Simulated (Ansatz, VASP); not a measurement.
# Two plane-wave programs on C

The input INCAR:

```
SYSTEM = C
PREC = Accurate ; ENCUT = 520
EDIFF = 1E-6 ; ISMEAR = 0
SIGMA = 0.05 ; LREAL = .False.
LASPH = .True. ; NELM = 60
ALGO = Normal ; ISIF = 2
LWAVE = .False. ; LCHARG = .False.
GGA = PE ; IVDW = 12
NBANDS = 31
```

KPOINTS

```
regular mesh
0
Gamma
  7 11 3
  0 0 0
```

Contents of POSCAR:

```
C
1.0
    0.0000000000      1.4231666446     -3.3613878322
   -2.4649969361      0.0000000000      0.0000000000
    2.2595805248     10.4881747075      2.2337268792
C
10
Direct
    0.2378286935      0.3416034349      0.8090219290
    0.7415519978      0.6570239592      0.0622079555
    0.8656211717      0.3281688281      0.2489114489
   -0.0103096544      0.9993136971      0.4356149422
    0.1137595196      0.6704585660      0.6223184356
    0.7825171761      0.2141209097      0.1244955379
   -0.0934136499      0.8852657786      0.3111990313
    0.0306555240      0.5564106476      0.4979025246
    0.1547246979      1.2275555165      0.6846060180
    0.2787938718      0.8987003854      0.8713095114
```

Input for Ansatz:

```yaml
crystal:
  lattice:
    - [0.0, 1.4231666446, -3.3613878322]
    - [-2.4649969361, 0.0, 0.0]
    - [2.2595805248, 10.4881747075, 2.2337268792]
  atoms:
    - { symbol: C, position: [0.2378286935, 0.3416034349, 0.809021929] }
    - { symbol: C, position: [0.7415519978, 0.6570239592, 0.0622079555] }
    - { symbol: C, position: [0.8656211717, 0.3281688281, 0.2489114489] }
    - { symbol: C, position: [-0.0103096544, 0.9993136971, 0.4356149422] }
    - { symbol: C, position: [0.1137595196, 0.670458566, 0.6223184356] }
    - { symbol: C, position: [0.7825171761, 0.2141209097, 0.1244955379] }
    - { symbol: C, position: [-0.0934136499, 0.8852657786, 0.3111990313] }
    - { symbol: C, position: [0.030655524, 0.5564106476, 0.4979025246] }
    - { symbol: C, position: [0.1547246979, 1.2275555165, 0.684606018] }
    - { symbol: C, position: [0.2787938718, 0.8987003854, 0.8713095114] }
basis:
  ecutwfc: 520.0
kpoints:
  mp_grid: { grid: [7, 11, 3] }
hamiltonian:
  xc: pbe
  dispersion: d3bj
scf:
  occupations: { method: gaussian, width: 0.05 }
output:
  forces: true
  stress: true
  eigenvalues: true
```

Alike in both runs: task single point; functional PBE; dispersion D3(BJ); k mesh 7 × 11 × 3; occupations gaussian, width 0.05 eV; no spin polarisation.

|  | VASP | Ansatz |
| --- | --- | --- |
| version | VASP 6.6.1 | Ansatz 0.2.0 |
| potentials or method | VASP PAW PBE potentials, release 64 (C), cutoff 520 eV | scalar-relativistic, plane waves, PAW |
| valence electrons in the cell | 40 | 40 |

|  | VASP | Ansatz | Ansatz less VASP |
| --- | --- | --- | --- |
| gap on the k mesh at the Fermi level (eV) | none | none | - |
| pressure (GPa) | -2.1 | -2.5 | -0.40 |
| traceless stress, the component that is largest in VASP (GPa) | 1.78 | 1.78 | 0.000 |
| rms of the force components (eV/Å) | 0.618 | 0.621 | +0.0029 |

Atom by atom the forces differ by 0.012 eV/Å (rms over components). A gap of «none» marks a metal or a gap that the smearing closes.
